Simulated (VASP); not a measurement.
# KYSe2 (P4/mmm) in VASP: settings compared

Aim: see how the results for KYSe2 move with the level of theory and the settings. Levels: PBE, r2SCAN. Tasks: single point.

All numbers are computed with VASP 6.6.1; they aren't measurements. Logs are shortened: lines on timing, memory, paths and dates and some standing lists are left out, and cuts for length are marked.

### Step 1. The cell of the first run

It takes space group P4/mmm (No. 123, tetragonal). The conventional cell has a = 4.320 Å, b = 4.320 Å, c = 5.778 Å, α = 90.00°, β = 90.00°, γ = 90.00°. K (site symmetry 4/mmm) has 6 Se at 2.89 to 3.05 Å within 3.8 Å. Within 3.8 Å of Se (site symmetry 4/mmm) lie 2 K at 2.89 Å and 4 Y at 3.05 Å. Se (site symmetry 4/mmm) has 2 Y at 2.89 Å and 4 K at 3.05 Å within 3.8 Å. Y (site symmetry 4/mmm) has 6 Se at 2.89 to 3.05 Å within 3.8 Å.

### Step 2. Single point, PBE (uniaxial z strain -1.5%)

INCAR

```
SYSTEM = KYSe2
PREC = Accurate
ENCUT = 520
EDIFF = 1E-7
ISMEAR = -1
SIGMA = 0.02
LREAL = .False.
LASPH = .True.
NELM = 60
ALGO = Normal
ISIF = 2
LWAVE = .False.
LCHARG = .True.
GGA = PE
LELF = .True.
LVHAR = .True.
NBANDS = 24
```

KPOINTS

```
Automatic mesh
0
Gamma
  6 6 4
  0 0 0
```

POSCAR

```
KYSe2
1.0
    4.3197464731      0.0000000000      0.0000000000
    0.0000000000      4.3197464731      0.0000000000
    0.0000000000      0.0000000000      5.7779046755
K Se Y
1 2 1
Direct
    0.0000000000      0.0000000000      0.0000000000
    0.0000000000      0.0000000000      0.5000000000
    0.5000000000      0.5000000000      0.0000000000
    0.5000000000      0.5000000000      0.5000000000
```

Potentials or basis: VASP PAW PBE potentials, release 64 (K_sv, Se, Y_sv).

Started as:

```sh
cat potpaw_PBE.64/K_sv/POTCAR potpaw_PBE.64/Se/POTCAR potpaw_PBE.64/Y_sv/POTCAR > POTCAR
mpirun -np 1 vasp_std > vasp.out
```

OUTCAR:

```text
SYSTEM = KYSe2
   PREC = Accurate
   ENCUT = 520
   EDIFF = 1E-7
   ISMEAR = -1
   LREAL = .False.
   LASPH = .True.
   NELM = 60
   ISIF = 2
   GGA = PE

 ion  position               nearest neighbor table
   1  0.000  0.000  0.000-   2 2.89   2 2.89   3 3.05   3 3.05   3 3.05   3 3.05
   2  0.000  0.000  0.500-   1 2.89   1 2.89   4 3.05   4 3.05   4 3.05   4 3.05
   3  0.500  0.500  0.000-   4 2.89   4 2.89   1 3.05   1 3.05   1 3.05   1 3.05
   4  0.500  0.500  0.500-   3 2.89   3 2.89   2 3.05   2 3.05   2 3.05   2 3.05

  LATTYP: Found a simple tetragonal cell.
 ALAT       =     4.3197464731
 C/A-ratio  =     1.3375564310

  Lattice vectors:

 A1 = (   4.3197464731,   0.0000000000,   0.0000000000)
 A2 = (   0.0000000000,   4.3197464731,   0.0000000000)
 A3 = (   0.0000000000,   0.0000000000,   5.7779046755)

Analysis of symmetry for initial positions (statically):
=====================================================================
 Subroutine PRICEL returns:
 Original cell was already a primitive cell.

 Routine SETGRP: Setting up the symmetry group for a
 simple tetragonal supercell.

 Subroutine GETGRP returns: Found 16 space group operations
 (whereof 16 operations were pure point group operations)
 out of a pool of 16 trial point group operations.

The static configuration has the point symmetry D_4h.

Analysis of symmetry for dynamics (positions and initial velocities):
=====================================================================
 Subroutine PRICEL returns:
 Original cell was already a primitive cell.

 Routine SETGRP: Setting up the symmetry group for a
 simple tetragonal supercell.

 Subroutine GETGRP returns: Found 16 space group operations
 (whereof 16 operations were pure point group operations)
 out of a pool of 16 trial point group operations.

The dynamic configuration has the point symmetry D_4h.

 Subroutine INISYM returns: Found 16 space group operations
 (whereof 16 operations are pure point group operations),
 and found     1 'primitive' translations

----------------------------------------------------------------------------------------

                                     Primitive cell

  volume of cell :     107.8169

  direct lattice vectors                    reciprocal lattice vectors
     4.319746473  0.000000000  0.000000000     0.231495067  0.000000000  0.000000000
     0.000000000  4.319746473  0.000000000     0.000000000  0.231495067  0.000000000
     0.000000000  0.000000000  5.777904676     0.000000000  0.000000000  0.173073122

  length of vectors
     4.319746473  4.319746473  5.777904676     0.231495067  0.231495067  0.173073122

  position of ions in fractional coordinates (direct lattice)
     0.000000000  0.000000000  0.000000000
     0.000000000  0.000000000  0.500000000
     0.500000000  0.500000000  0.000000000
     0.500000000  0.500000000  0.500000000

  ion indices of the primitive-cell ions
   primitive index   ion index
                 1           1
                 2           2
                 3           3
                 4           4

----------------------------------------------------------------------------------------

 KPOINTS: Automatic mesh

Automatic generation of k-mesh.
 Grid dimensions read from file:
 generate k-points for:    6    6    4

 Generating k-lattice:

  Cartesian coordinates                     Fractional coordinates (reciprocal lattice)
     0.038582511  0.000000000  0.000000000     0.166666667  0.000000000  0.000000000
     0.000000000  0.038582511  0.000000000     0.000000000  0.166666667  0.000000000
     0.000000000  0.000000000  0.043268280     0.000000000  0.000000000  0.250000000

  Length of vectors
     0.038582511  0.038582511  0.043268280

  Shift w.r.t. Gamma in fractional coordinates (k-lattice)
     0.000000000  0.000000000  0.000000000

 Subroutine IBZKPT returns following result:
 ===========================================

 Found     30 irreducible k-points:

 Following reciprocal coordinates:
            Coordinates               Weight
  0.000000  0.000000  0.000000      1.000000
  0.166667  0.000000  0.000000      4.000000
  0.333333  0.000000  0.000000      4.000000
  0.500000  0.000000  0.000000      2.000000
  0.166667  0.166667  0.000000      4.000000
  0.333333  0.166667  0.000000      8.000000
[... 16 lines left out ...]
  0.333333  0.000000  0.500000      4.000000
  0.500000  0.000000  0.500000      2.000000
 [... further k-points ...]
   k-points           NKPTS =     30   k-points in BZ     NKDIM =     30   number of bands    NBANDS=     24
   number of dos      NEDOS =    301   number of ions     NIONS =      4
   total plane-waves  NPLWV =  49152
   dimension x,y,z NGX =    32 NGY =   32 NGZ =   48
   dimension x,y,z NGXF=    64 NGYF=   64 NGZF=   96
   ions per type =               1   2   1
   NGX,Y,Z   is equivalent  to a cutoff of  12.32, 12.32, 13.81 a.u.
   NGXF,Y,Z  is equivalent  to a cutoff of  24.63, 24.63, 27.62 a.u.
 SYSTEM =  KYSe2
   PREC   = accura    normal or accurate (medium, high low for compatibility)
   ISTART =      0    job   : 0-new  1-cont  2-samecut
   ICHARG =      2    charge: 1-file 2-atom 10-const
   ISPIN  =      1    spin polarized calculation?
   LNONCOLLINEAR =      F non collinear calculations
   LSORBIT =      F    spin-orbit coupling
   LASPH  =      T    aspherical Exc in radial PAW
   ENCUT  =  520.0 eV  38.22 Ry    6.18 a.u.   8.03  8.03 10.74*2*pi/ulx,y,z
   NELM   =     60;   NELMIN=  2; NELMDL= -5     # of ELM steps
   EDIFF  = 0.1E-06   stopping-criterion for ELM
   LREAL  =      F    real-space projection
   EDIFFG = 0.1E-05   stopping-criterion for IOM
   NSW    =      0    number of steps for IOM
   IBRION =     -1    ionic relax: 0-MD 1-quasi-New 2-CG
   NFREE  =      0    steps in history (QN), initial steepest desc. (CG)
   ISIF   =      2    stress and relaxation
   ISYM   =      2    0-nonsym 1-usesym 2-fastsym
   POTIM  = 0.5000    time-step for ionic-motion
   TEBEG  =    0.0;   TEEND  =   0.0 temperature during run
   PSTRESS=    0.0 pullay stress
   NELECT =      32.0000    total number of electrons
   NUPDOWN=      -1.0000    fix difference up-down
   EMIN   =  10.00;   EMAX   =-10.00  energy-range for DOS
   EFERMI =   0.00;   METHOD = LEGACY
   ISMEAR =    -1;   SIGMA  =   0.02  broadening in eV -4-tet -1-fermi 0-gaus
   EFERMI_NEDOS =   21; number of points for ismear=-14 and -15
   IALGO  =     38    algorithm
   IMIX   =      4    mixing-type and parameters
     AMIX     =   0.40;   BMIX     =  1.00
     AMIX_MAG =   1.60;   BMIX_MAG =  1.00
  volume/ion in A,a.u.               =      26.95       181.90
  Fermi-wavevector in a.u.,A,eV,Ry     =   1.092016  2.063612 16.224947  1.192500
  Thomas-Fermi vector in A             =   2.228273
   LORBIT       =      0    0 simple, 1 ext, 2 COOP (PROOUT), +10 PAW based schemes
   GGA     = PE    functional components
   LHFCALC =     F    Hartree Fock is set to
   AEXX    =    0.0000 exact exchange contribution
   IVDW    =     0    specifies the selected vdW correction
   LEPSILON=     F    determine dielectric tensor
   LRPA    =     F    only Hartree local field effects (RPA)
 non-spin polarized calculation
  energy-cutoff  :      520.00
  volume of cell :      107.82
 maximum number of plane-waves:      2936
   NGX = 17   NGY = 17   NGZ = 21

 number of electron      32.0000002 magnetization

 Free energy of the ion-electron system (eV)
  ---------------------------------------------------
  ext. energy  EPLUGINS =         0.00000000
  ---------------------------------------------------
  free energy    TOTEN  =       -20.26394269 eV

  energy without entropy =      -20.26393614  energy(sigma->0) =      -20.26393941

 E-fermi :   2.3979     XC(G=0):  -9.1464

 val. band max:        2.2532026765   @ k =   0.0000   0.0000   0.0000
 cond. band min:       2.5325136205   @ k =   0.0000   0.0000   0.0000
 fundamental gap:      0.2793109440
 Fermi energy:         2.3979170707

 k-point     1 :       0.0000    0.0000    0.0000
  band No.  band energies     occupation
      1     -41.0607      2.00000
      2     -26.0639      2.00000
      3     -21.0210      2.00000
      4     -21.0210      2.00000
      5     -20.8884      2.00000
      6     -10.1827      2.00000
[... 16 lines left out ...]
     23       7.4648      0.00000
     24       8.2868      0.00000

 k-point     2 :       0.1667    0.0000    0.0000
  band No.  band energies     occupation
      1     -41.0603      2.00000
      2     -26.0622      2.00000
      3     -21.0353      2.00000
      4     -21.0191      2.00000
      5     -20.8874      2.00000
      6     -10.1299      2.00000
[... 16 lines left out ...]
     23       7.9114      0.00000
     24       8.9236      0.00000

 k-point     3 :       0.3333    0.0000    0.0000
  band No.  band energies     occupation
      1     -41.0594      2.00000
      2     -26.0587      2.00000
      3     -21.0636      2.00000
      4     -21.0152      2.00000
      5     -20.8854      2.00000
      6     -10.2160      2.00000
[... 16 lines left out ...]
     23       8.2741      0.00000
     24       8.6863      0.00000
[... 514 lines left out ...]
 k-point    23 :       0.3333    0.0000    0.5000
  band No.  band energies     occupation
      1     -41.0594      2.00000
      2     -26.0580      2.00000
      3     -21.0637      2.00000
      4     -21.0150      2.00000
      5     -20.8937      2.00000
      6     -10.7093      2.00000
[... 16 lines left out ...]
     23       8.4879      0.00000
     24       9.3800      0.00000

 k-point    24 :       0.5000    0.0000    0.5000
  band No.  band energies     occupation
      1     -41.0589      2.00000
      2     -26.0563      2.00000
      3     -21.0778      2.00000
      4     -21.0131      2.00000
      5     -20.8928      2.00000
      6     -10.6610      2.00000
[... 16 lines left out ...]
     23       8.5498      0.00000
     24       9.2593      0.00000

 [... further k-points ...]

------------------------ aborting loop because EDIFF is reached ----------------------------------------

  FORCE on cell =-STRESS in cart. coord.  units (eV):
  Direction    XX          YY          ZZ          XY          YZ          ZX
  --------------------------------------------------------------------------------------
  -------------------------------------------------------------------------------------
  Total        0.5814603      0.5814603      2.3651456      0.0000000      0.0000000      0.0000000
  in kB        8.6405978      8.6405978     35.1464584      0.0000000      0.0000000      0.0000000
  external PRESSURE =      17.4758847 kB  Pullay stress =       0.0000000 kB

 VOLUME and BASIS-vectors are now :
 -----------------------------------------------------------------------------
  energy-cutoff  :      520.00
  volume of cell :      107.82
      direct lattice vectors                 reciprocal lattice vectors
     4.319746473  0.000000000  0.000000000     0.231495067  0.000000000  0.000000000
     0.000000000  4.319746473  0.000000000     0.000000000  0.231495067  0.000000000
     0.000000000  0.000000000  5.777904676     0.000000000  0.000000000  0.173073122

 POSITION                                       TOTAL-FORCE (eV/Angst)
 -----------------------------------------------------------------------------------
      0.00000      0.00000      0.00000         0.000000      0.000000      0.000000
      0.00000      0.00000      2.88895         0.000000      0.000000      0.000000
      2.15987      2.15987      0.00000         0.000000      0.000000      0.000000
      2.15987      2.15987      2.88895         0.000000      0.000000      0.000000
 -----------------------------------------------------------------------------------
    total drift:                                0.000000     -0.000000     -0.000000

  FREE ENERGIE OF THE ION-ELECTRON SYSTEM (eV)
  ---------------------------------------------------
  free  energy   TOTEN  =       -20.2639426872 eV

  energy  without entropy=      -20.2639361355  energy(sigma->0) =      -20.26393941
```

Run time: 46 s. Hardware: 1 thread of Intel Xeon Platinum 8488C (Sapphire Rapids), shared host; peak memory 0.28 GiB.

What came out:

| Property | Result |
| --- | --- |
| Free energy | -20.2639 eV |
| Pressure | 1.7 GPa |
| Band gap on the k mesh | 0.28 eV |

Stress tensor (GPa, compression positive):
```
0.86 0.00 0.00
0.00 0.86 0.00
0.00 0.00 3.51
```

Caveat: the cell differs from its parent crystal (uniaxial z strain -1.5%). A k mesh can miss the band edges.

(Continued in part 2 of 2.)
